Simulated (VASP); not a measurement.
# YbOs3 (Pm-3m) in VASP: single point with PBEsol

Aim: the single point of YbOs3 with PBEsol.

All numbers are computed with VASP 6.6.1; they aren't measurements. Logs are shortened: lines on timing, memory, paths and dates and some standing lists are left out, and cuts for length are marked.

### Step 1. The cell of the first run

It takes space group Pm-3m (No. 221, cubic). The conventional cell has a = 3.963 Å, b = 3.963 Å, c = 3.963 Å, α = 90.00°, β = 90.00°, γ = 90.00°. Yb (site symmetry m-3m) has 12 Os at 2.80 Å within 3.7 Å. Os (site symmetry 4/mmm) has 4 Yb at 2.80 Å and 8 Os at 2.80 Å within 3.7 Å.

### Step 2. Single point, PBEsol

POSCAR

```
YbOs3
1.0
    3.9629009699      0.0000000000      0.0000000000
    0.0000000000      3.9629009699      0.0000000000
    0.0000000000      0.0000000000      3.9629009699
Yb Os
1 3
Direct
    0.0000000000      0.0000000000      0.0000000000
    0.0000000000      0.5000000000      0.5000000000
    0.5000000000      0.5000000000      0.0000000000
    0.5000000000      0.0000000000      0.5000000000
```

INCAR.step1

```
PREC = Accurate ; ENCUT = 520
EDIFF = 1E-6 ; ISMEAR = 0
SIGMA = 0.05 ; LREAL = False
LASPH = True ; NELM = 60
ALGO = Normal ; ISIF = 2
LWAVE = False ; LCHARG = True
LMAXMIX = 6 ; GGA = PS
NBANDS = 32
```

KPOINTS.step1

```
regular mesh
0
Gamma
  8 8 8
```

INCAR.step2

```
PREC = Accurate ; ENCUT = 520
EDIFF = 1E-6 ; ISMEAR = -5
SIGMA = 0.05 ; LREAL = False
LASPH = True ; NELM = 60
ALGO = Normal ; ISIF = 2
LWAVE = False ; LCHARG = False
LMAXMIX = 6 ; GGA = PS
LORBIT = 11 ; NEDOS = 2001
ICHARG = 11
```

KPOINTS.step2

```
regular mesh
0
Gamma
  12 12 12
```

Potentials or basis: VASP PAW PBE potentials, release 64 (Yb, Os).

Command:

```bash
$ cat potpaw_PBE.64/Yb/POTCAR potpaw_PBE.64/Os/POTCAR > POTCAR
$ cp INCAR.step1 INCAR
$ cp KPOINTS.step1 KPOINTS
$ mpirun -np 1 vasp_std > vasp.out
$ cp INCAR.step2 INCAR
$ cp KPOINTS.step2 KPOINTS
$ mpirun -np 1 vasp_std > vasp.out
```

OUTCAR:

```text
PREC = Accurate
   ENCUT = 520
   EDIFF = 1E-6
   ISMEAR = -5
   LREAL = False
   LASPH = True
   NELM = 60
   ISIF = 2
   GGA = PS
   LORBIT = 11
   ICHARG = 11

 ion  position               nearest neighbor table
   1  0.000  0.000  0.000-   2 2.80   3 2.80   4 2.80   2 2.80   4 2.80   2 2.80   3 2.80   2 2.80
                             3 2.80   4 2.80   4 2.80   3 2.80
   2  0.000  0.500  0.500-   1 2.80   3 2.80   4 2.80   1 2.80   3 2.80   1 2.80   4 2.80   1 2.80
                             3 2.80   4 2.80   3 2.80   4 2.80
   3  0.500  0.500  0.000-   1 2.80   2 2.80   4 2.80   2 2.80   4 2.80   1 2.80   4 2.80   4 2.80
                             1 2.80   2 2.80   2 2.80   1 2.80
   4  0.500  0.000  0.500-   1 2.80   2 2.80   3 2.80   1 2.80   3 2.80   2 2.80   3 2.80   3 2.80
                             1 2.80   2 2.80   1 2.80   2 2.80

  LATTYP: Found a simple cubic cell.
 ALAT       =     3.9629009699

  Lattice vectors:

 A1 = (   3.9629009699,   0.0000000000,   0.0000000000)
 A2 = (   0.0000000000,   3.9629009699,   0.0000000000)
 A3 = (   0.0000000000,   0.0000000000,   3.9629009699)

Analysis of symmetry for initial positions (statically):
=====================================================================
 Subroutine PRICEL returns:
 Original cell was already a primitive cell.

 Routine SETGRP: Setting up the symmetry group for a
 simple cubic supercell.

 Subroutine GETGRP returns: Found 48 space group operations
 (whereof 48 operations were pure point group operations)
 out of a pool of 48 trial point group operations.

The static configuration has the point symmetry O_h .

Analysis of symmetry for dynamics (positions and initial velocities):
=====================================================================
 Subroutine PRICEL returns:
 Original cell was already a primitive cell.

 Routine SETGRP: Setting up the symmetry group for a
 simple cubic supercell.

 Subroutine GETGRP returns: Found 48 space group operations
 (whereof 48 operations were pure point group operations)
 out of a pool of 48 trial point group operations.

The dynamic configuration has the point symmetry O_h .

 Subroutine INISYM returns: Found 48 space group operations
 (whereof 48 operations are pure point group operations),
 and found     1 'primitive' translations

----------------------------------------------------------------------------------------

                                     Primitive cell

  volume of cell :      62.2357

  direct lattice vectors                    reciprocal lattice vectors
     3.962900970  0.000000000  0.000000000     0.252340396  0.000000000  0.000000000
     0.000000000  3.962900970  0.000000000     0.000000000  0.252340396  0.000000000
     0.000000000  0.000000000  3.962900970     0.000000000  0.000000000  0.252340396

  length of vectors
     3.962900970  3.962900970  3.962900970     0.252340396  0.252340396  0.252340396

  position of ions in fractional coordinates (direct lattice)
     0.000000000  0.000000000  0.000000000
     0.000000000  0.500000000  0.500000000
     0.500000000  0.500000000  0.000000000
     0.500000000  0.000000000  0.500000000

  ion indices of the primitive-cell ions
   primitive index   ion index
                 1           1
                 2           2
                 3           3
                 4           4

----------------------------------------------------------------------------------------

 KPOINTS: regular mesh

Automatic generation of k-mesh.
 Grid dimensions read from file:
 generate k-points for:   12   12   12

 Generating k-lattice:

  Cartesian coordinates                     Fractional coordinates (reciprocal lattice)
     0.021028366  0.000000000  0.000000000     0.083333333  0.000000000  0.000000000
     0.000000000  0.021028366  0.000000000     0.000000000  0.083333333  0.000000000
     0.000000000  0.000000000  0.021028366     0.000000000  0.000000000  0.083333333

  Length of vectors
     0.021028366  0.021028366  0.021028366

  Shift w.r.t. Gamma in fractional coordinates (k-lattice)
     0.000000000  0.000000000  0.000000000

 TETIRR: Found    854 inequivalent tetrahedra from    10368

 Subroutine IBZKPT returns following result:
 ===========================================

 Found     84 irreducible k-points:

 Following reciprocal coordinates:
            Coordinates               Weight
  0.000000  0.000000  0.000000      1.000000
  0.083333  0.000000  0.000000      6.000000
  0.166667  0.000000  0.000000      6.000000
  0.250000  0.000000  0.000000      6.000000
  0.333333  0.000000  0.000000      6.000000
  0.416667  0.000000  0.000000      6.000000
[... 16 lines left out ...]
  0.333333  0.333333  0.000000     12.000000
  0.416667  0.333333  0.000000     24.000000
 [... further k-points ...]
   k-points           NKPTS =     84   k-points in BZ     NKDIM =     84   number of bands    NBANDS=     28
   number of dos      NEDOS =   2001   number of ions     NIONS =      4
   total plane-waves  NPLWV =  27000
   dimension x,y,z NGX =    30 NGY =   30 NGZ =   30
   dimension x,y,z NGXF=    60 NGYF=   60 NGZF=   60
   ions per type =               1   3
   NGX,Y,Z   is equivalent  to a cutoff of  12.59, 12.59, 12.59 a.u.
   NGXF,Y,Z  is equivalent  to a cutoff of  25.17, 25.17, 25.17 a.u.
 SYSTEM =  unknown system
   PREC   = accura    normal or accurate (medium, high low for compatibility)
   ISTART =      0    job   : 0-new  1-cont  2-samecut
   ICHARG =     11    charge: 1-file 2-atom 10-const
   ISPIN  =      1    spin polarized calculation?
   LNONCOLLINEAR =      F non collinear calculations
   LSORBIT =      F    spin-orbit coupling
   LASPH  =      T    aspherical Exc in radial PAW
   ENCUT  =  520.0 eV  38.22 Ry    6.18 a.u.   7.37  7.37  7.37*2*pi/ulx,y,z
   NELM   =     60;   NELMIN=  2; NELMDL=  0     # of ELM steps
   EDIFF  = 0.1E-05   stopping-criterion for ELM
   LREAL  =      F    real-space projection
   EDIFFG = 0.1E-04   stopping-criterion for IOM
   NSW    =      0    number of steps for IOM
   IBRION =     -1    ionic relax: 0-MD 1-quasi-New 2-CG
   NFREE  =      0    steps in history (QN), initial steepest desc. (CG)
   ISIF   =      2    stress and relaxation
   ISYM   =      2    0-nonsym 1-usesym 2-fastsym
   POTIM  = 0.5000    time-step for ionic-motion
   TEBEG  =    0.0;   TEEND  =   0.0 temperature during run
   PSTRESS=    0.0 pullay stress
   NELECT =      48.0000    total number of electrons
   NUPDOWN=      -1.0000    fix difference up-down
   EMIN   =  10.00;   EMAX   =-10.00  energy-range for DOS
   EFERMI =   0.00;   METHOD = LEGACY
   ISMEAR =    -5;   SIGMA  =   0.05  broadening in eV -4-tet -1-fermi 0-gaus
   EFERMI_NEDOS =   21; number of points for ismear=-14 and -15
   IALGO  =     38    algorithm
   IMIX   =      4    mixing-type and parameters
     AMIX     =   0.40;   BMIX     =  1.00
     AMIX_MAG =   1.60;   BMIX_MAG =  1.00
  volume/ion in A,a.u.               =      15.56       105.00
  Fermi-wavevector in a.u.,A,eV,Ry     =   1.501327  2.837097 30.667306  2.253983
  Thomas-Fermi vector in A             =   2.612712
   LORBIT       =     11    0 simple, 1 ext, 2 COOP (PROOUT), +10 PAW based schemes
   GGA     = PS    functional components
   LHFCALC =     F    Hartree Fock is set to
   AEXX    =    0.0000 exact exchange contribution
   IVDW    =     0    specifies the selected vdW correction
   LEPSILON=     F    determine dielectric tensor
   LRPA    =     F    only Hartree local field effects (RPA)
 non-spin polarized calculation
 Fermi weights with tetrahedron method with Bloechl corrections
  energy-cutoff  :      520.00
  volume of cell :       62.24
 maximum number of plane-waves:      1743
 NGX is ok and might be reduce to    30

 number of electron      48.0000017 magnetization

 Free energy of the ion-electron system (eV)
  ---------------------------------------------------
  ext. energy  EPLUGINS =         0.00000000
  ---------------------------------------------------
  free energy    TOTEN  =       -38.77709620 eV

  energy without entropy =      -38.77709620  energy(sigma->0) =      -38.77709620

 E-fermi :   6.5906     XC(G=0): -13.6866

 val. band max:        6.6414412035   @ k =   0.4167   0.2500   0.0000
 cond. band min:       6.5309143156   @ k =   0.5000   0.2500   0.1667
 fundamental gap:     -0.1105268879
 Fermi energy:         6.5906367633

 k-point     1 :       0.0000    0.0000    0.0000
  band No.  band energies     occupation
      1     -44.2304      2.00000
      2     -16.4670      2.00000
      3     -16.4670      2.00000
      4     -16.4670      2.00000
      5      -2.3572      2.00000
      6       0.6991      2.00000
[... 20 lines left out ...]
     27       9.6276      0.00000
     28      10.2804      0.00000

 k-point     2 :       0.0833    0.0000    0.0000
  band No.  band energies     occupation
      1     -44.2299      2.00000
      2     -16.4816      2.00000
      3     -16.4696      2.00000
      4     -16.4696      2.00000
      5      -2.2494      2.00000
      6       0.7681      2.00000
[... 20 lines left out ...]
     27       9.6014      0.00000
     28       9.7640      0.00000

 k-point     3 :       0.1667    0.0000    0.0000
  band No.  band energies     occupation
      1     -44.2288      2.00000
      2     -16.5213      2.00000
      3     -16.4768      2.00000
      4     -16.4768      2.00000
      5      -1.9340      2.00000
      6       0.9492      2.00000
[... 616 lines left out ...]
      3     -16.5787      2.00000
      4     -16.5225      2.00000
      5       0.3848      2.00000
      6       2.2888      2.00000
[... 20 lines left out ...]
     27       7.5620      0.00000
     28       7.7787      0.00000

 k-point    24 :       0.4167    0.3333    0.0000
  band No.  band energies     occupation
      1     -44.2227      2.00000
      2     -16.6248      2.00000
      3     -16.5867      2.00000
      4     -16.5289      2.00000
      5       0.9223      2.00000
      6       2.2671      2.00000
[... 20 lines left out ...]
     27       7.2591      0.00000
     28       7.4861      0.00000

 [... further k-points ...]

------------------------ aborting loop because EDIFF is reached ----------------------------------------

  FORCE on cell =-STRESS in cart. coord.  units (eV):
  Direction    XX          YY          ZZ          XY          YZ          ZX
  --------------------------------------------------------------------------------------
  -------------------------------------------------------------------------------------
  Total       -0.2889242     -0.2889242     -0.2889242     -0.0000000     -0.0000000      0.0000000
  in kB       -7.4379760     -7.4379760     -7.4379760     -0.0000000     -0.0000000      0.0000000
  external PRESSURE =      -7.4379760 kB  Pullay stress =       0.0000000 kB

 VOLUME and BASIS-vectors are now :
 -----------------------------------------------------------------------------
  energy-cutoff  :      520.00
  volume of cell :       62.24
      direct lattice vectors                 reciprocal lattice vectors
     3.962900970  0.000000000  0.000000000     0.252340396  0.000000000  0.000000000
     0.000000000  3.962900970  0.000000000     0.000000000  0.252340396  0.000000000
     0.000000000  0.000000000  3.962900970     0.000000000  0.000000000  0.252340396

 POSITION                                       TOTAL-FORCE (eV/Angst)
 -----------------------------------------------------------------------------------
      0.00000      0.00000      0.00000         0.000000      0.000000      0.000000
      0.00000      1.98145      1.98145         0.000000      0.000000      0.000000
      1.98145      1.98145      0.00000         0.000000      0.000000      0.000000
      1.98145      0.00000      1.98145         0.000000      0.000000      0.000000
 -----------------------------------------------------------------------------------
    total drift:                                0.000000      0.000000      0.000000

  FREE ENERGIE OF THE ION-ELECTRON SYSTEM (eV)
  ---------------------------------------------------
  free  energy   TOTEN  =       -38.7770961967 eV

  energy  without entropy=      -38.7770961967  energy(sigma->0) =      -38.77709620

 total charge

# of ion       s       p       d       f       tot
--------------------------------------------------
    1        2.234   6.245   0.922  13.317  22.717
    2        0.675   0.566   6.020   0.000   7.262
    3        0.675   0.566   6.020   0.000   7.262
    4        0.675   0.566   6.020   0.000   7.262
--------------------------------------------------
tot          4.260   7.943  18.982  13.317  44.502
```

It took 2.1 min on 1 thread of Intel Xeon 6975P-C (Granite Rapids), shared host; peak memory 0.29 GiB.

Results:

```
Valence electrons inside the program's atomic spheres : Yb 22.72; Os 7.26
```

Levels at points of the mesh, in eV from the Fermi level:
| k point | band 22 | band 23 | band 24 | band 25 | band 26 | band 27 |
| --- | --- | --- | --- | --- | --- | --- |
| (0.00, 0.00, 0.00) | 0.94 | 0.94 | 2.40 | 3.01 | 3.02 | 3.04 |
| (0.50, 0.00, 0.00) | -0.69 | -0.39 | 0.11 | 0.17 | 0.17 | 1.33 |
| (0.50, 0.50, 0.00) | -0.70 | -0.68 | -0.47 | -0.34 | -0.34 | 0.17 |
| (0.50, 0.50, 0.50) | -0.57 | -0.57 | 0.17 | 1.93 | 1.94 | 1.94 |

Caveat: the PAW data sets were made with another functional, which shifts forces and pressure a little; spin-orbit coupling is left out, which moves the levels of the heavy elements. Spin polarisation is off, so any magnetic state and its effect on volume and gap are missing.
